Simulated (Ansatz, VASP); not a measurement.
Two plane-wave programs on AlN

```xyz
6
Lattice="3.3049 0.0000 0.0133 0.0000 6.3883 0.0000 -0.9283 0.0000 3.8958" Properties=species:S:1:pos:R:3 pbc="T T T"
Al    1.1883    4.8093    1.9545
Al    1.1883    1.0456    1.9545
Al    1.6524    2.6983    0.0066
N    -0.4642    2.3660    1.9479
N     1.6524    4.5050    0.0066
N    -0.4642    3.7407    1.9479
```

Alike in both runs: functional PBE; k mesh 12 × 6 × 10; occupations gaussian, width 0.1 eV; no spin polarisation.

Ansatz relaxed the structure, and its values are those at the end. VASP's run is a single point on that final structure, the one shown.

```csv
,VASP,Ansatz
version,VASP 6.6.1,Ansatz 0.2.0
potentials or method,"VASP PAW PBE potentials, release 64 (Al, N), cutoff 520 eV","scalar-relativistic, plane waves, PAW"
valence electrons in the cell,24,24
```

VASP gave:

```
gap on the k mesh at the Fermi level (eV) : none
pressure (GPa)                            : 0.0
rms of the force components (eV/Å)        : 0.040
```

**Question.** What did Ansatz give for the same quantities?

**Answer.** gap on the k mesh at the Fermi level (eV): none; pressure (GPa): 0.0; rms of the force components (eV/Å): 0.003.

A gap of «none» marks a metal or a gap that the smearing closes.
